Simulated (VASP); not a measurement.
# As in VASP: notebook

The runs below take As through single point, with PBE+D3(BJ).

Everything below comes from runs of VASP 6.6.1. Logs are shortened: lines on timing, memory, paths and dates and some standing lists are left out, and cuts for length are marked.

### Step 1. The cell of the first run

The cell holds a slab with vacuum, 2 atoms: a = 3.571 Å, b = 3.571 Å, c = 18.398 Å, α = 90.00°, β = 90.00°, γ = 120.00°.

### Step 2. Single point, PBE+D3(BJ)

The input, INCAR:

```
SYSTEM = As
PREC     = Accurate       ! precision mode
ENCUT    = 400            ! plane-wave cutoff, eV
EDIFF    = 1E-6           ! SCF threshold, eV
ISMEAR   = 0              ! smearing method
SIGMA    = 0.05           ! smearing width, eV
LREAL    = .False.        ! projectors in reciprocal space
LASPH    = .True.         ! aspherical terms in the spheres
NELM     = 120            ! most SCF steps
ALGO     = Normal         ! electronic algorithm
ISIF     = 2              ! what is computed and relaxed
LWAVE    = .False.        ! write WAVECAR
LCHARG   = .True.         ! write CHGCAR
LDIPOL   = .True.       
IDIPOL   = 3            
DIPOL    = 0.5 0.5 0.255
GGA      = PE             ! functional
IVDW     = 12             ! dispersion correction
LELF     = .True.         ! ELF
LVHAR    = .True.       
LVACPOTAV= .True.       
NBANDS   = 22             ! bands
GGA_COMPAT= .False.      
NELMDL   = -8
```

The input, KPOINTS:

```
Automatic mesh
0
Gamma
  9 9 1
  0 0 0
```

The input, POSCAR:

```
As
1.0
    3.5713387681      0.0000000000      0.0000000000
   -1.7856693841      3.0928700987      0.0000000000
    0.0000000000      0.0000000000     18.3976402524
As
2
Direct
    0.3333333333      0.6666666667      0.2933876398
    0.6666666667      0.3333333333      0.2174191877
```

Potentials or basis: VASP PAW PBE potentials, release 64 (As_d).

Launch:

```console
$ cat potpaw_PBE.64/As_d/POTCAR > POTCAR
$ mpirun -np 1 vasp_std > vasp.out
```

OUTCAR:

```text
SYSTEM = As
   PREC = Accurate
   ENCUT = 400
   EDIFF = 1E-6
   ISMEAR = 0
   LREAL = .False.
   LASPH = .True.
   NELM = 120
   ISIF = 2
   GGA = PE
   IVDW = 12
   NELMDL = -8
 IVDW          = 12

 ion  position               nearest neighbor table
   1  0.333  0.667  0.293-   2 2.49   2 2.49   2 2.49
   2  0.667  0.333  0.217-   1 2.49   1 2.49   1 2.49

  LATTYP: Found a hexagonal cell.
 ALAT       =     3.5713387681
 C/A-ratio  =     5.1514688040

  Lattice vectors:

 A1 = (   3.5713387681,   0.0000000000,   0.0000000000)
 A2 = (  -1.7856693841,   3.0928700987,   0.0000000000)
 A3 = (   0.0000000000,   0.0000000000,  18.3976402524)

Analysis of symmetry for initial positions (statically):
=====================================================================
 Subroutine PRICEL returns:
 Original cell was already a primitive cell.

 Routine SETGRP: Setting up the symmetry group for a
 hexagonal supercell.

 Subroutine GETGRP returns: Found 12 space group operations
 (whereof  6 operations were pure point group operations)
 out of a pool of 24 trial point group operations.

The static configuration has the point symmetry C_3v.
 The point group associated with its full space group is D_3d.

Analysis of symmetry for dynamics (positions and initial velocities):
=====================================================================
 Subroutine PRICEL returns:
 Original cell was already a primitive cell.

 Routine SETGRP: Setting up the symmetry group for a
 hexagonal supercell.

 Subroutine GETGRP returns: Found 12 space group operations
 (whereof  6 operations were pure point group operations)
 out of a pool of 24 trial point group operations.

The dynamic configuration has the point symmetry C_3v.
 The point group associated with its full space group is D_3d.

 Subroutine INISYM returns: Found 12 space group operations
 (whereof  6 operations are pure point group operations),
 and found     1 'primitive' translations

----------------------------------------------------------------------------------------

                                     Primitive cell

  volume of cell :     203.2146

  direct lattice vectors                    reciprocal lattice vectors
     3.571338768  0.000000000  0.000000000     0.280007041  0.161662140  0.000000000
    -1.785669384  3.092870099  0.000000000     0.000000000  0.323324281  0.000000000
     0.000000000  0.000000000 18.397640252     0.000000000  0.000000000  0.054354797

  length of vectors
     3.571338768  3.571338768 18.397640252     0.323324281  0.323324281  0.054354797

  position of ions in fractional coordinates (direct lattice)
     0.333333333  0.666666667  0.293387640
     0.666666667  0.333333333  0.217419188

  ion indices of the primitive-cell ions
   primitive index   ion index
                 1           1
                 2           2

----------------------------------------------------------------------------------------

 KPOINTS: Automatic mesh

Automatic generation of k-mesh.
 Grid dimensions read from file:
 generate k-points for:    9    9    1

 Generating k-lattice:

  Cartesian coordinates                     Fractional coordinates (reciprocal lattice)
     0.031111893  0.017962460  0.000000000     0.111111111  0.000000000  0.000000000
     0.000000000  0.035924920  0.000000000     0.000000000  0.111111111  0.000000000
     0.000000000  0.000000000  0.054354797     0.000000000  0.000000000  1.000000000

  Length of vectors
     0.035924920  0.035924920  0.054354797

  Shift w.r.t. Gamma in fractional coordinates (k-lattice)
     0.000000000  0.000000000  0.000000000

 Subroutine IBZKPT returns following result:
 ===========================================

 Found     12 irreducible k-points:

 Following reciprocal coordinates:
            Coordinates               Weight
  0.000000  0.000000  0.000000      1.000000
  0.111111 -0.000000  0.000000      6.000000
  0.222222 -0.000000  0.000000      6.000000
  0.333333 -0.000000  0.000000      6.000000
  0.444444 -0.000000  0.000000      6.000000
  0.111111  0.111111  0.000000      6.000000
  0.222222  0.111111  0.000000     12.000000
  0.333333  0.111111  0.000000     12.000000
  0.444444  0.111111  0.000000      6.000000
  0.222222  0.222222  0.000000      6.000000
  0.333333  0.222222  0.000000     12.000000
  0.333333  0.333333  0.000000      2.000000
   k-points           NKPTS =     12   k-points in BZ     NKDIM =     12   number of bands    NBANDS=     22
   number of dos      NEDOS =    301   number of ions     NIONS =      2
   total plane-waves  NPLWV =  69120
   dimension x,y,z NGX =    24 NGY =   24 NGZ =  120
   dimension x,y,z NGXF=    48 NGYF=   48 NGZF=  240
   ions per type =               2
   NGX,Y,Z   is equivalent  to a cutoff of  11.17, 11.17, 10.84 a.u.
   NGXF,Y,Z  is equivalent  to a cutoff of  22.34, 22.34, 21.69 a.u.
 SYSTEM =  As
   PREC   = accura    normal or accurate (medium, high low for compatibility)
   ISTART =      0    job   : 0-new  1-cont  2-samecut
   ICHARG =      2    charge: 1-file 2-atom 10-const
   ISPIN  =      1    spin polarized calculation?
   LNONCOLLINEAR =      F non collinear calculations
   LSORBIT =      F    spin-orbit coupling
   LASPH  =      T    aspherical Exc in radial PAW
   ENCUT  =  400.0 eV  29.40 Ry    5.42 a.u.   5.82  5.82 30.00*2*pi/ulx,y,z
   NELM   =    120;   NELMIN=  2; NELMDL= -8     # of ELM steps
   EDIFF  = 0.1E-05   stopping-criterion for ELM
   LREAL  =      F    real-space projection
   EDIFFG = 0.1E-04   stopping-criterion for IOM
   NSW    =      0    number of steps for IOM
   IBRION =     -1    ionic relax: 0-MD 1-quasi-New 2-CG
   NFREE  =      0    steps in history (QN), initial steepest desc. (CG)
   ISIF   =      2    stress and relaxation
   ISYM   =      2    0-nonsym 1-usesym 2-fastsym
   POTIM  = 0.5000    time-step for ionic-motion
   TEBEG  =    0.0;   TEEND  =   0.0 temperature during run
   PSTRESS=    0.0 pullay stress
   NELECT =      30.0000    total number of electrons
   NUPDOWN=      -1.0000    fix difference up-down
   EMIN   =  10.00;   EMAX   =-10.00  energy-range for DOS
   EFERMI =   0.00;   METHOD = LEGACY
   ISMEAR =     0;   SIGMA  =   0.05  broadening in eV -4-tet -1-fermi 0-gaus
   EFERMI_NEDOS =   21; number of points for ismear=-14 and -15
   IALGO  =     38    algorithm
   IMIX   =      4    mixing-type and parameters
     AMIX     =   0.40;   BMIX     =  1.00
     AMIX_MAG =   1.60;   BMIX_MAG =  1.00
  volume/ion in A,a.u.               =     101.61       685.68
  Fermi-wavevector in a.u.,A,eV,Ry     =   0.865227  1.635043 10.185574  0.748619
  Thomas-Fermi vector in A             =   1.983440
   LORBIT       =      0    0 simple, 1 ext, 2 COOP (PROOUT), +10 PAW based schemes
   GGA     = PE    functional components
   LHFCALC =     F    Hartree Fock is set to
   AEXX    =    0.0000 exact exchange contribution
   IVDW    =    12    specifies the selected vdW correction
   LEPSILON=     F    determine dielectric tensor
   LRPA    =     F    only Hartree local field effects (RPA)
 non-spin polarized calculation
 Gauss-broadening in eV      SIGMA  =   0.05
  energy-cutoff  :      400.00
  volume of cell :      203.21
 maximum number of plane-waves:      3710
 NGX is ok and might be reduce to    24
   NGX = 11   NGY = 11   NGZ = 61

 dipolmoment           0.000000      0.000000     -0.000000 electrons x Angstroem

 number of electron      30.0000004 magnetization

 dipolmoment           0.000000      0.000000      0.000001 electrons x Angstroem

 Free energy of the ion-electron system (eV)
  ---------------------------------------------------
  ext. energy  EPLUGINS =         0.00000000
  ---------------------------------------------------
  free energy    TOTEN  =        -9.35240334 eV

  energy without entropy =       -9.35240334  energy(sigma->0) =       -9.35240334

 E-fermi :  -3.3348     XC(G=0):  -2.9992

 val. band max:       -3.5510800337   @ k =   0.0000   0.0000   0.0000
 cond. band min:      -1.9982072094   @ k =   0.3333  -0.0000   0.0000
 fundamental gap:      1.5528728243
 Fermi energy:        -3.3347949155

 k-point     1 :       0.0000    0.0000    0.0000
  band No.  band energies     occupation
      1     -38.7536      2.00000
      2     -38.7536      2.00000
      3     -38.7133      2.00000
      4     -38.7133      2.00000
      5     -38.6630      2.00000
      6     -38.6378      2.00000
[... 14 lines left out ...]
     21       2.3568      0.00000
     22       3.0863      0.00000

 k-point     2 :       0.1111   -0.0000    0.0000
  band No.  band energies     occupation
      1     -38.7532      2.00000
      2     -38.7499      2.00000
      3     -38.7123      2.00000
      4     -38.7103      2.00000
      5     -38.6626      2.00000
      6     -38.6397      2.00000
[... 14 lines left out ...]
     21       2.5416      0.00000
     22       3.2863      0.00000

 k-point     3 :       0.2222   -0.0000    0.0000
  band No.  band energies     occupation
      1     -38.7522      2.00000
      2     -38.7403      2.00000
      3     -38.7093      2.00000
      4     -38.7025      2.00000
      5     -38.6615      2.00000
      6     -38.6453      2.00000
[... 14 lines left out ...]
     21       3.0795      0.00000
     22       3.7648      0.00000
[... 176 lines left out ...]
 k-point    11 :       0.3333    0.2222    0.0000
  band No.  band energies     occupation
      1     -38.7512      2.00000
      2     -38.7092      2.00000
      3     -38.6929      2.00000
      4     -38.6762      2.00000
      5     -38.6717      2.00000
      6     -38.6606      2.00000
[... 14 lines left out ...]
     21       4.9130      0.00000
     22       5.3762      0.00000

 k-point    12 :       0.3333    0.3333    0.0000
  band No.  band energies     occupation
      1     -38.7513      2.00000
      2     -38.6962      2.00000
      3     -38.6962      2.00000
      4     -38.6846      2.00000
      5     -38.6613      2.00000
      6     -38.6581      2.00000
[... 14 lines left out ...]
     21       5.4402      0.00000
     22       6.2560      0.00000

------------------------ aborting loop because EDIFF is reached ----------------------------------------

 Edisp (eV)   -0.42422

 E8    (eV) :    -0.1923

  FORCE on cell =-STRESS in cart. coord.  units (eV):
  Direction    XX          YY          ZZ          XY          YZ          ZX
  --------------------------------------------------------------------------------------
  -------------------------------------------------------------------------------------
  Total      -0.04708    -0.04708    -0.03641     0.00000     0.00000     0.00000
  in kB      -0.37117    -0.37117    -0.28710     0.00000     0.00000     0.00000
  external pressure =       -0.34 kB  Pullay stress =        0.00 kB

 VOLUME and BASIS-vectors are now :
 -----------------------------------------------------------------------------
  energy-cutoff  :      400.00
  volume of cell :      203.21
      direct lattice vectors                 reciprocal lattice vectors
     3.571338768  0.000000000  0.000000000     0.280007041  0.161662140  0.000000000
    -1.785669384  3.092870099  0.000000000     0.000000000  0.323324281  0.000000000
     0.000000000  0.000000000 18.397640252     0.000000000  0.000000000  0.054354797

 POSITION                                       TOTAL-FORCE (eV/Angst)
 -----------------------------------------------------------------------------------
     -0.00000      2.06191      5.39764        -0.000000      0.000000      0.026587
      1.78567      1.03096      4.00000         0.000000     -0.000000     -0.026587
 -----------------------------------------------------------------------------------
    total drift:                                0.000001      0.000000      0.001118

  FREE ENERGIE OF THE ION-ELECTRON SYSTEM (eV)
  ---------------------------------------------------
  free  energy   TOTEN  =        -9.7766186838 eV

  energy  without entropy=       -9.7766186838  energy(sigma->0) =       -9.77661868

 vacuum level on the upper side and lower side of the slab         1.725         1.725
```

Wall time 63 s (1 thread of AMD EPYC 7R43 (Zen 3), shared host); peak memory 0.22 GiB.

What came out:

- Free energy: -9.7766 eV
- Largest force: 0.027 eV/Å
- Band gap on the k mesh: 1.55 eV (least direct gap 2.04 eV)
- Dispersion energy per atom: -0.212 eV

Forces in eV/Å, atoms in the order of the input:
```
As   0.000  0.000  0.027
As   0.000  0.000 -0.027
```

### Step 3. Single point, PBE+D3(BJ)

This run uses another cell than the first one.

The input, INCAR:

```
SYSTEM = As
ALGO     = Normal         ! electronic algorithm
DIPOL    = 0.5 0.5 0.256
EDIFF    = 1E-6           ! SCF threshold, eV
ENCUT    = 400            ! plane-wave cutoff, eV
GGA      = PE             ! functional
GGA_COMPAT= .False.      
IDIPOL   = 3            
ISIF     = 2              ! what is computed and relaxed
ISMEAR   = 0              ! smearing method
IVDW     = 12             ! dispersion correction
LASPH    = .True.         ! aspherical terms in the spheres
LCHARG   = .True.         ! write CHGCAR
LDIPOL   = .True.       
LELF     = .True.         ! ELF
LREAL    = .False.        ! projectors in reciprocal space
LVACPOTAV= .True.       
LVHAR    = .True.       
LWAVE    = .False.        ! write WAVECAR
NBANDS   = 22             ! bands
NELM     = 120            ! most SCF steps
NELMDL   = -8           
PREC     = Accurate       ! precision mode
SIGMA    = 0.05           ! smearing width, eV
```

The input, KPOINTS:

```
k-points
0
Gamma
  9 9 1
  0 0 0
```

The input, POSCAR:

```
As
1.0
    3.5713375816      0.0000000000      0.0000000000
   -1.7856687908      3.0928690711      0.0000000000
    0.0000000000      0.0000000000     20.2952790253
As
2
Direct
    0.3333333333      0.6666666667      0.2905916940
    0.6666666667      0.3333333333      0.2217264416
```

Potentials or basis: VASP PAW PBE potentials, release 64 (As_d).

Launch:

```console
$ cat potpaw_PBE.64/As_d/POTCAR > POTCAR
$ mpirun -np 1 vasp_std > vasp.out
```

OUTCAR:

```text
SYSTEM = As
   EDIFF = 1E-6
   ENCUT = 400
   GGA = PE
   ISIF = 2
   ISMEAR = 0
   IVDW = 12
   LASPH = .True.
   LREAL = .False.
   NELM = 120
   NELMDL = -8
   PREC = Accurate
 IVDW          = 12

 ion  position               nearest neighbor table
   1  0.333  0.667  0.291-   2 2.49   2 2.49   2 2.49
   2  0.667  0.333  0.222-   1 2.49   1 2.49   1 2.49

  LATTYP: Found a hexagonal cell.
 ALAT       =     3.5713375816
 C/A-ratio  =     5.6828229092

  Lattice vectors:

 A1 = (   3.5713375816,   0.0000000000,   0.0000000000)
[... 479 lines left out ...]

 Edisp (eV)   -0.42397

 E8    (eV) :    -0.1923

  FORCE on cell =-STRESS in cart. coord.  units (eV):
  Direction    XX          YY          ZZ          XY          YZ          ZX
  --------------------------------------------------------------------------------------
  -------------------------------------------------------------------------------------
  Total      -0.04847    -0.04847    -0.03721     0.00000    -0.00000     0.00000
  in kB      -0.34639    -0.34639    -0.26596     0.00000    -0.00000     0.00000
  external pressure =       -0.32 kB  Pullay stress =        0.00 kB

 VOLUME and BASIS-vectors are now :
 -----------------------------------------------------------------------------
  energy-cutoff  :      400.00
  volume of cell :      224.18
      direct lattice vectors                 reciprocal lattice vectors
     3.571337582  0.000000000  0.000000000     0.280007134  0.161662194  0.000000000
    -1.785668791  3.092869071  0.000000000     0.000000000  0.323324388  0.000000000
     0.000000000  0.000000000 20.295279025     0.000000000  0.000000000  0.049272543

 POSITION                                       TOTAL-FORCE (eV/Angst)
 -----------------------------------------------------------------------------------
     -0.00000      2.06191      5.89764         0.000000     -0.000000      0.026514
      1.78567      1.03096      4.50000        -0.000000      0.000000     -0.026514
 -----------------------------------------------------------------------------------
    total drift:                               -0.000001     -0.000000     -0.000110

  FREE ENERGIE OF THE ION-ELECTRON SYSTEM (eV)
  ---------------------------------------------------
  free  energy   TOTEN  =        -9.7765455463 eV

  energy  without entropy=       -9.7765455463  energy(sigma->0) =       -9.77654555

 vacuum level on the upper side and lower side of the slab         1.563         1.563
```

OSZICAR:

```text
N       E                     dE             d eps       ncg     rms          rms(c)
DAV:   1     0.240168764026E+03    0.24017E+03   -0.14715E+04   656   0.336E+03
DAV:   2     0.301479124604E+02   -0.21002E+03   -0.19867E+03   572   0.813E+02
DAV:   3    -0.717000181164E+01   -0.37318E+02   -0.37068E+02   824   0.151E+02
[... 14 lines left out ...]
DAV:  18    -0.935257270106E+01   -0.20492E-04   -0.80216E-07   468   0.559E-03    0.437E-04
DAV:  19    -0.935257576023E+01   -0.30592E-05   -0.20713E-07   468   0.431E-03    0.243E-04
DAV:  20    -0.935257695912E+01   -0.11989E-05   -0.89451E-08   448   0.284E-03    0.139E-04
DAV:  21    -0.935257838681E+01   -0.14277E-05   -0.41605E-08   434   0.244E-03    0.833E-05
DAV:  22    -0.935257923110E+01   -0.84429E-06   -0.22435E-08   408   0.184E-03
   1 F= -.97765455E+01 E0= -.97765455E+01  d E =-.645366E-11
```

Run time: 38 s. Hardware: 1 thread of Intel Xeon Platinum 8488C (Sapphire Rapids), shared host; peak memory 0.26 GiB.

What came out:

```
Free energy                : -9.7765 eV
Largest force              : 0.027 eV/Å
Band gap on the k mesh     : 1.55 eV (least direct gap 2.04 eV)
Dispersion energy per atom : -0.212 eV
```

Forces in eV/Å, atoms in the order of the input:
```
As   0.000  0.000  0.027
As   0.000  0.000 -0.027
```
